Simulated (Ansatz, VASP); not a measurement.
**Cs2GaAg in VASP and in Ansatz**

File INCAR:

```
SYSTEM = Cs2GaAg
PREC = Accurate ; ENCUT = 600
EDIFF = 1E-6 ; ISMEAR = 0
SIGMA = 0.1 ; LREAL = .False.
LASPH = .True. ; NELM = 100
ALGO = Normal ; ISIF = 3
LWAVE = .False. ; LCHARG = .False.
GGA = PE ; IBRION = 2
NSW = 90 ; EDIFFG = -0.04
```

Contents of KPOINTS:

```
regular mesh
0
Gamma
  3 3 4
  0 0 0
```

The input POSCAR:

```
Cs2GaAg
1.0
    6.0342306156      0.0000000000      0.0000000000
   -3.0171153078      5.2257970054      0.0000000000
    0.0000000000      0.0000000000      6.4619068892
Cs Ga Ag
2 1 1
Direct
    0.6666666667      0.3333333333      0.7218814850
    0.3333333333      0.6666666667      0.2781185150
    0.0000000000      0.0000000000      0.0000000000
    0.0000000000      0.0000000000      0.5000000000
```

Input for Ansatz:

```yaml
crystal:
  lattice:
    - [6.0342306156, 0.0, 0.0]
    - [-3.0171153078, 5.2257970054, 0.0]
    - [0.0, 0.0, 6.4619068892]
  atoms:
    - { symbol: Cs, position: [0.6666666667, 0.3333333333, 0.721881485] }
    - { symbol: Cs, position: [0.3333333333, 0.6666666667, 0.278118515] }
    - { symbol: Ga, position: [0.0, 0.0, 0.0] }
    - { symbol: Ag, position: [0.0, 0.0, 0.5] }
basis:
  ecutwfc: 420
kpoints:
  mp_grid: { grid: [3, 3, 4] }
hamiltonian:
  xc: pbe
scf:
  occupations: { method: gaussian, width: 0.1 }
  lower_state_search: "off"
output:
  forces: true
  stress: true
  eigenvalues: true
relax:
  adjacent_minimum: "off"
  f_tol: 0.04
  max_steps: 70
  cell: { stress_tol: 0.4 }
```

Change from the starting cell: species swapped into the TmAgTe2 type (P-3m1, No. 164).

Alike in both runs: task relaxation of cell and atoms; functional PBE; k mesh 3 × 3 × 4; occupations gaussian, width 0.1 eV; no spin polarisation.

```csv
,VASP,Ansatz
version,VASP 6.6.1,Ansatz 0.2.0
potentials or method,"VASP PAW PBE potentials, release 64 (Cs_sv, Ga_d, Ag), cutoff 600 eV","scalar-relativistic, plane waves, PAW"
valence electrons in the cell,42,50
```

```tsv
	VASP	Ansatz	Ansatz less VASP
gap on the k mesh at the Fermi level, each at its own relaxed structure (eV)	none	none	-
relaxed volume (Å³/atom)	47.97	47.49	-0.484
relaxed cell length with the largest relative difference (Å)	4.973	4.955	-0.0173
```

A gap of «none» marks a metal or a gap that the smearing closes. VASP's potentials hold 42 valence electrons a cell and Ansatz's 50, so a difference there can come from the potentials and not from the codes.

The k mesh is coarse, so the values compare programs but aren't converged. Spin-orbit coupling is off throughout.
